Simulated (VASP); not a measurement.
Write the native input for VASP 6.6.1 that does the following.

```
Task                   : single point
Functional             : PBE
Potentials or basis    : VASP PAW PBE potentials, release 64 (Ga_d, N)
Cutoff                 : 520 eV
k mesh                 : 14 × 14 × 8
Occupations            : fermi-dirac, width 0.05 eV
Spin                   : no spin polarisation
Dipole correction      : no
Further INCAR settings : ALGO = Normal; EDIFF = 1e-06; NBANDS = 26
```

The structure of GaN (wurtzite type) lies in POSCAR:

```
GaN
1.0
    2.5943193727      0.0000000000      0.0000000000
   -1.2971596864      2.2467464823      0.0000000000
    0.0000000000      0.0000000000      4.6841333003
Ga N
2 2
Direct
    0.3333333333      0.6666666667      0.0146854981
    0.6666666667      0.3333333333      0.5146854981
    0.3333333333      0.6666666667      0.3613145019
    0.6666666667      0.3333333333      0.8613145019
```

The input as run:

INCAR

```
PREC = Accurate ; ENCUT = 520
EDIFF = 1E-6 ; ISMEAR = -1
SIGMA = 0.05 ; LREAL = False
LASPH = True ; NELM = 80
ALGO = Normal ; ISIF = 2
LWAVE = False ; LCHARG = False
GGA = PE ; NBANDS = 26
```

KPOINTS

```
Automatic mesh
0
Gamma
  14 14 8
```

Potentials or basis: VASP PAW PBE potentials, release 64 (Ga_d, N).

Launch:

```bash
$ cat potpaw_PBE.64/Ga_d/POTCAR potpaw_PBE.64/N/POTCAR > POTCAR
$ mpirun -np 1 vasp_std > vasp.out
```

Results of the run:

```json
{"Pressure": "287.6 GPa", "Largest force": "0.020 eV/Å", "Band gap on the k mesh": "2.88 eV, indirect (least direct gap 4.16 eV)"}
```

It took 92 s on 1 thread of Intel(R) Xeon(R) Platinum 8375C CPU @ 2.90GHz (Ice Lake) (shared host), peak memory 0.19 GiB.
